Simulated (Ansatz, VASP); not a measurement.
# Two plane-wave programs on P

INCAR

```
ALGO = Normal ; EDIFF = 1E-6
ENCUT = 520 ; GGA = PE
ISIF = 2 ; ISMEAR = 0
IVDW = 12 ; LASPH = T
LCHARG = F ; LREAL = F
LWAVE = F ; NBANDS = 12
NELM = 80 ; PREC = Accurate
SIGMA = 0.15
```

Contents of KPOINTS:

```
k-points
0
Gamma
  24 24 24
```

The input POSCAR:

```
P
1.0
    1.7138507813      0.9894922099      2.6853944205
   -1.7138507813      0.9894922099      2.6853944205
    0.0000000000     -1.9789844198      2.6853944205
P
2
Direct
    0.2336660455      0.2336660455      0.2336660455
    0.7663339545      0.7663339545      0.7663339545
```

Input for Ansatz:

```yaml
crystal:
  lattice:
    - [1.7138507813, 0.9894922099, 2.6853944205]
    - [-1.7138507813, 0.9894922099, 2.6853944205]
    - [0.0, -1.9789844198, 2.6853944205]
  atoms:
    - { symbol: P, position: [0.2336660455, 0.2336660455, 0.2336660455] }
    - { symbol: P, position: [0.7663339545, 0.7663339545, 0.7663339545] }
basis:
  ecutwfc: 420
kpoints:
  mp_grid: { grid: [24, 24, 24] }
hamiltonian:
  xc: pbe
  dispersion: d3bj
scf:
  occupations: { method: gaussian, width: 0.15 }
output:
  forces: true
  stress: true
  eigenvalues: true
```

Change from the starting cell: strain +0.000 along x and y, -0.080 along z, atoms carried along.

Alike in both runs: task single point; functional PBE; dispersion D3(BJ); k mesh 24 × 24 × 24; occupations gaussian, width 0.15 eV; no spin polarisation.

|  | VASP | Ansatz |
| --- | --- | --- |
| version | VASP 6.6.1 | Ansatz 0.2.0 |
| potentials or method | VASP PAW PBE potentials, release 64 (P), cutoff 520 eV | scalar-relativistic, plane waves, PAW |
| valence electrons in the cell | 10 | 10 |

VASP gave:

```
gap on the k mesh at the Fermi level (eV)                     : none
pressure (GPa)                                                : 7.1
traceless stress, the component that is largest in VASP (GPa) : 5.06
rms of the force components (eV/Å)                            : 0.433
```

Problem. What did Ansatz give for the same quantities?

Solution. gap on the k mesh at the Fermi level (eV): none; pressure (GPa): 7.5; traceless stress, the component that is largest in VASP (GPa): 4.89; rms of the force components (eV/Å): 0.455.

Atom by atom the forces differ by 0.023 eV/Å (rms over components). A gap of «none» marks a metal or a gap that the smearing closes.
